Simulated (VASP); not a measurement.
**ZnS: single point with PBE**

ZnS:

```xyz
6
Lattice="1.9231 1.1103 9.4493 -1.9231 1.1103 9.4493 0.0000 -2.2206 9.4493" Properties=species:S:1:pos:R:3 pbc="T T T"
Zn    0.0000    0.0000   28.3469
Zn    0.0000    0.0000    6.3004
Zn    0.0000    0.0000   12.6015
S     0.0000    0.0000    2.3612
S     0.0000    0.0000   14.9635
S     0.0000    0.0000    8.6582
```

```
Program                : VASP 6.6.1
Task                   : single point
Functional             : PBE
Potentials or basis    : VASP PAW PBE potentials, release 64 (Zn, S)
Cutoff                 : 520 eV
k mesh                 : 12 × 12 × 12
Occupations            : gaussian, width 0.02 eV
Spin                   : no spin polarisation
Dipole correction      : no
Further INCAR settings : ALGO = Normal; EDIFF = 1e-06; NBANDS = 36
```

```json
{
  "Pressure": "0.2 GPa",
  "Largest force": "0.004 eV/Å",
  "Band gap on the k mesh": "2.06 eV"
}
```

Forces in eV/Å, atoms in the order of the input:
```
Zn   0.000  0.000  0.002
Zn   0.000  0.000  0.003
Zn   0.000  0.000  0.003
S    0.000  0.000 -0.002
S    0.000  0.000 -0.004
S    0.000  0.000 -0.003
```

Levels at points of the mesh, in eV from the valence-band top:
```csv
k point,band 25,band 26,band 27,band 28,band 29,band 30
"(0.00, 0.00, 0.00)",-0.05,0.00,0.00,2.06,3.26,3.41
"(0.50, 0.00, 0.00)",-1.84,-1.23,-0.84,3.34,3.89,4.05
"(0.50, 0.50, 0.00)",-1.22,-1.21,-1.21,3.33,3.67,4.24
"(0.50, 0.50, 0.50)",-0.24,-0.23,-0.23,3.12,3.18,3.31
```

Wall time 110 min on 1 thread of Intel Xeon 8259CL (shared host), peak memory 1.1 GiB.

A k mesh can miss the band edges.
